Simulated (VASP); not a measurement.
# Ag in VASP: single point with PBE

Aim: the single point of Ag with PBE.

Program: VASP 6.6.1. These are calculated values, not measurements. Logs are shortened: lines on timing, memory, paths and dates and some standing lists are left out, and cuts for length are marked.

## 1. The cell of the first run

The cell holds a sublattice, 2 atoms: a = 3.742 Å, b = 3.924 Å, c = 5.863 Å, α = 90.00°, β = 108.61°, γ = 90.00°.

## 2. Single point, PBE

INCAR reads:

```
SYSTEM = Ag
  PREC = Accurate
  ENCUT = 520
  EDIFF = 1E-7
  ISMEAR = 0
  SIGMA = 0.1
  LREAL = .FALSE.
  LASPH = .TRUE.
  NELM = 100
  ALGO = Normal
  ISIF = 2
  LWAVE = .FALSE.
  LCHARG = .FALSE.
  GGA = PE
  NBANDS = 18
```

KPOINTS reads:

```
Automatic mesh
0
G
  8 8 8
  0 0 0
```

POSCAR reads:

```
Ag
1.0
    3.7418194060      0.0000000000      0.0000000000
    0.0000000000      0.0000000000     -3.9240373500
   -1.8709097030      5.5565952358      0.0000000000
Ag
2
Direct
    0.6034446000      0.2500000000      0.2068892000
    0.3965554000      0.7500000000      0.7931108000
```

Potentials or basis: VASP PAW PBE potentials, release 64 (Ag).

On the command line:

```sh
cat potpaw_PBE.64/Ag/POTCAR > POTCAR
mpirun -np 1 vasp_std > vasp.out
```

OUTCAR:

```text
SYSTEM = Ag
   PREC = Accurate
   ENCUT = 520
   EDIFF = 1E-7
   ISMEAR = 0
   LREAL = .FALSE.
   LASPH = .TRUE.
   NELM = 100
   ISIF = 2
   GGA = PE

 ion  position               nearest neighbor table
   1  0.603  0.250  0.207-   2 3.02   2 3.02
   2  0.397  0.750  0.793-   1 3.02   1 3.02

  LATTYP: Found a base centered orthorhombic cell.
 ALAT       =     3.7418194060
 B/A-ratio  =     2.9699964819
 C/A-ratio  =     1.0486976853

  Lattice vectors:

 A1 = (  -1.8709097030,  -5.5565952358,   0.0000000000)
 A2 = (  -1.8709097030,   5.5565952358,   0.0000000000)
 A3 = (   0.0000000000,   0.0000000000,  -3.9240373500)

Analysis of symmetry for initial positions (statically):
=====================================================================
 Subroutine PRICEL returns:
 Original cell was already a primitive cell.

 Routine SETGRP: Setting up the symmetry group for a
 base centered orthorhombic supercell.

 Subroutine GETGRP returns: Found  8 space group operations
 (whereof  4 operations were pure point group operations)
 out of a pool of  8 trial point group operations.

The static configuration has the point symmetry C_2h.
 The point group associated with its full space group is D_2h.

Analysis of symmetry for dynamics (positions and initial velocities):
=====================================================================
 Subroutine PRICEL returns:
 Original cell was already a primitive cell.

 Routine SETGRP: Setting up the symmetry group for a
 base centered orthorhombic supercell.

 Subroutine GETGRP returns: Found  8 space group operations
 (whereof  4 operations were pure point group operations)
 out of a pool of  8 trial point group operations.

The dynamic configuration has the point symmetry C_2h.
 The point group associated with its full space group is D_2h.

 Subroutine INISYM returns: Found  8 space group operations
 (whereof  4 operations are pure point group operations),
 and found     1 'primitive' translations

----------------------------------------------------------------------------------------

                                     Primitive cell

  volume of cell :      81.5877

  direct lattice vectors                    reciprocal lattice vectors
     3.741819406  0.000000000  0.000000000     0.267249670  0.089983160  0.000000000
     0.000000000  0.000000000 -3.924037350     0.000000000  0.000000000 -0.254839572
    -1.870909703  5.556595236  0.000000000     0.000000000  0.179966321  0.000000000

  length of vectors
     3.741819406  3.924037350  5.863109562     0.281991764  0.254839572  0.179966321

  position of ions in fractional coordinates (direct lattice)
     0.603444600  0.250000000  0.206889200
     0.396555400  0.750000000  0.793110800

  ion indices of the primitive-cell ions
   primitive index   ion index
                 1           1
                 2           2

----------------------------------------------------------------------------------------

 KPOINTS: Automatic mesh

Automatic generation of k-mesh.
 Grid dimensions read from file:
 generate k-points for:    8    8    8

 Generating k-lattice:

  Cartesian coordinates                     Fractional coordinates (reciprocal lattice)
     0.033406209  0.011247895  0.000000000     0.125000000  0.000000000  0.000000000
     0.000000000  0.000000000 -0.031854947     0.000000000  0.125000000  0.000000000
     0.000000000  0.022495790  0.000000000     0.000000000  0.000000000  0.125000000

  Length of vectors
     0.035248971  0.031854947  0.022495790

  Shift w.r.t. Gamma in fractional coordinates (k-lattice)
     0.000000000  0.000000000  0.000000000

 Subroutine IBZKPT returns following result:
 ===========================================

 Found    105 irreducible k-points:

 Following reciprocal coordinates:
            Coordinates               Weight
  0.000000  0.000000  0.000000      1.000000
  0.125000  0.000000  0.000000      4.000000
  0.250000  0.000000  0.000000      4.000000
  0.375000  0.000000  0.000000      4.000000
  0.500000  0.000000  0.000000      2.000000
  0.000000  0.125000  0.000000      2.000000
[... 16 lines left out ...]
  0.250000  0.500000  0.000000      4.000000
  0.375000  0.500000  0.000000      4.000000
 [... further k-points ...]
   k-points           NKPTS =    105   k-points in BZ     NKDIM =    105   number of bands    NBANDS=     18
   number of dos      NEDOS =    301   number of ions     NIONS =      2
   total plane-waves  NPLWV =  40320
   dimension x,y,z NGX =    28 NGY =   30 NGZ =   48
   dimension x,y,z NGXF=    56 NGYF=   60 NGZF=   96
   ions per type =               2
   NGX,Y,Z   is equivalent  to a cutoff of  12.44, 12.71, 13.61 a.u.
   NGXF,Y,Z  is equivalent  to a cutoff of  24.88, 25.42, 27.22 a.u.
 SYSTEM =  Ag
   PREC   = accura    normal or accurate (medium, high low for compatibility)
   ISTART =      0    job   : 0-new  1-cont  2-samecut
   ICHARG =      2    charge: 1-file 2-atom 10-const
   ISPIN  =      1    spin polarized calculation?
   LNONCOLLINEAR =      F non collinear calculations
   LSORBIT =      F    spin-orbit coupling
   LASPH  =      T    aspherical Exc in radial PAW
   ENCUT  =  520.0 eV  38.22 Ry    6.18 a.u.   6.96  7.30 10.90*2*pi/ulx,y,z
   NELM   =    100;   NELMIN=  2; NELMDL= -5     # of ELM steps
   EDIFF  = 0.1E-06   stopping-criterion for ELM
   LREAL  =      F    real-space projection
   EDIFFG = 0.1E-05   stopping-criterion for IOM
   NSW    =      0    number of steps for IOM
   IBRION =     -1    ionic relax: 0-MD 1-quasi-New 2-CG
   NFREE  =      0    steps in history (QN), initial steepest desc. (CG)
   ISIF   =      2    stress and relaxation
   ISYM   =      2    0-nonsym 1-usesym 2-fastsym
   POTIM  = 0.5000    time-step for ionic-motion
   TEBEG  =    0.0;   TEEND  =   0.0 temperature during run
   PSTRESS=    0.0 pullay stress
   NELECT =      22.0000    total number of electrons
   NUPDOWN=      -1.0000    fix difference up-down
   EMIN   =  10.00;   EMAX   =-10.00  energy-range for DOS
   EFERMI =   0.00;   METHOD = LEGACY
   ISMEAR =     0;   SIGMA  =   0.10  broadening in eV -4-tet -1-fermi 0-gaus
   EFERMI_NEDOS =   21; number of points for ismear=-14 and -15
   IALGO  =     38    algorithm
   IMIX   =      4    mixing-type and parameters
     AMIX     =   0.40;   BMIX     =  1.00
     AMIX_MAG =   1.60;   BMIX_MAG =  1.00
  volume/ion in A,a.u.               =      40.79       275.29
  Fermi-wavevector in a.u.,A,eV,Ry     =   1.057647  1.998663 15.219716  1.118618
  Thomas-Fermi vector in A             =   2.192928
   LORBIT       =      0    0 simple, 1 ext, 2 COOP (PROOUT), +10 PAW based schemes
   GGA     = PE    functional components
   LHFCALC =     F    Hartree Fock is set to
   AEXX    =    0.0000 exact exchange contribution
   IVDW    =     0    specifies the selected vdW correction
   LEPSILON=     F    determine dielectric tensor
   LRPA    =     F    only Hartree local field effects (RPA)
 non-spin polarized calculation
 Gauss-broadening in eV      SIGMA  =   0.10
  energy-cutoff  :      520.00
  volume of cell :       81.59
 maximum number of plane-waves:      2225
   NGX = 13   NGY = 15   NGZ = 21

 number of electron      22.0000002 magnetization

 Free energy of the ion-electron system (eV)
  ---------------------------------------------------
  ext. energy  EPLUGINS =         0.00000000
  ---------------------------------------------------
  free energy    TOTEN  =        -3.13505754 eV

  energy without entropy =       -3.13132388  energy(sigma->0) =       -3.13319071

 E-fermi :   0.8351     XC(G=0):  -7.6692

 val. band max:        0.8016637147   @ k =   0.2500   0.2500   0.3750
 cond. band min:       0.8490271923   @ k =   0.0000   0.1250   0.2500
 fundamental gap:      0.0473634776
 Fermi energy:         0.8351369822

 k-point     1 :       0.0000    0.0000    0.0000
  band No.  band energies     occupation
      1      -2.9945      2.00000
      2      -2.9465      2.00000
      3      -2.9307      2.00000
      4      -2.5130      2.00000
      5      -2.4912      2.00000
      6      -2.4242      2.00000
[... 10 lines left out ...]
     17      10.5359      0.00000
     18      11.7926      0.00000

 k-point     2 :       0.1250    0.0000    0.0000
  band No.  band energies     occupation
      1      -2.9802      2.00000
      2      -2.9368      2.00000
      3      -2.9061      2.00000
      4      -2.4813      2.00000
      5      -2.4268      2.00000
      6      -2.3418      2.00000
[... 10 lines left out ...]
     17      10.2966      0.00000
     18      12.2594      0.00000

 k-point     3 :       0.2500    0.0000    0.0000
  band No.  band energies     occupation
      1      -2.9450      2.00000
      2      -2.9134      2.00000
      3      -2.8526      2.00000
      4      -2.5922      2.00000
      5      -2.4114      2.00000
      6      -2.3009      2.00000
[... 10 lines left out ...]
     17      10.6615      0.00000
     18      12.4415      0.00000

 k-point     4 :       0.3750    0.0000    0.0000
  band No.  band energies     occupation
      1      -2.9090      2.00000
      2      -2.8896      2.00000
      3      -2.8028      2.00000
      4      -2.6956      2.00000
      5      -2.4788      2.00000
      6      -2.2881      2.00000
[... 375 lines left out ...]
      4      -2.5622      2.00000
      5      -2.3767      2.00000
      6      -2.3767      2.00000
[... 10 lines left out ...]
     17       9.9297      0.00000
     18       9.9297      0.00000

 k-point    23 :       0.2500    0.5000    0.0000
  band No.  band energies     occupation
      1      -2.8488      2.00000
      2      -2.8488      2.00000
      3      -2.6487      2.00000
      4      -2.6487      2.00000
      5      -2.2993      2.00000
      6      -2.2993      2.00000
[... 10 lines left out ...]
     17       8.1222      0.00000
     18       8.1222      0.00000

 k-point    24 :       0.3750    0.5000    0.0000
  band No.  band energies     occupation
      1      -2.8468      2.00000
      2      -2.8468      2.00000
      3      -2.7404      2.00000
      4      -2.7404      2.00000
      5      -2.2634      2.00000
      6      -2.2634      2.00000
[... 10 lines left out ...]
     17       8.3831      0.00000
     18       8.3831      0.00000

 [... further k-points ...]
[... 5 lines left out ...]
  --------------------------------------------------------------------------------------
  -------------------------------------------------------------------------------------
  Total       -1.9617719     -3.0986775     -3.4257013      0.0000000      0.0000000      0.0000000
  in kB      -38.5242656    -60.8502327    -67.2721571      0.0000000      0.0000000      0.0000000
  external PRESSURE =     -55.5488851 kB  Pullay stress =       0.0000000 kB

 VOLUME and BASIS-vectors are now :
 -----------------------------------------------------------------------------
  energy-cutoff  :      520.00
  volume of cell :       81.59
      direct lattice vectors                 reciprocal lattice vectors
     3.741819406  0.000000000  0.000000000     0.267249670  0.089983160  0.000000000
     0.000000000  0.000000000 -3.924037350     0.000000000  0.000000000 -0.254839572
    -1.870909703  5.556595236  0.000000000     0.000000000  0.179966321  0.000000000

 POSITION                                       TOTAL-FORCE (eV/Angst)
 -----------------------------------------------------------------------------------
      1.87091      1.14960     -0.98101         0.000000     -0.466175      0.000000
     -0.00000      4.40700     -2.94303         0.000000      0.466175      0.000000
 -----------------------------------------------------------------------------------
    total drift:                               -0.000000      0.000000     -0.000000

  FREE ENERGIE OF THE ION-ELECTRON SYSTEM (eV)
  ---------------------------------------------------
  free  energy   TOTEN  =        -3.1350575430 eV

  energy  without entropy=       -3.1313238801  energy(sigma->0) =       -3.13319071
```

Run time: 2.8 min. Hardware: 1 thread of Intel Xeon 8259CL, shared host; peak memory 0.27 GiB.

What came out:

```yaml
Free_energy: -3.1351 eV
Pressure: -5.6 GPa
Largest_force: 0.466 eV/Å
Band_gap_on_the_k_mesh: zero (bands 11 and 12 overlap by 3.27 eV)
```

Forces in eV/Å, atoms in the order of the input:
```
Ag   0.000 -0.466  0.000
Ag   0.000  0.466  0.000
```

The gap in the log of VASP goes by the Fermi energy; the results here count the filled bands.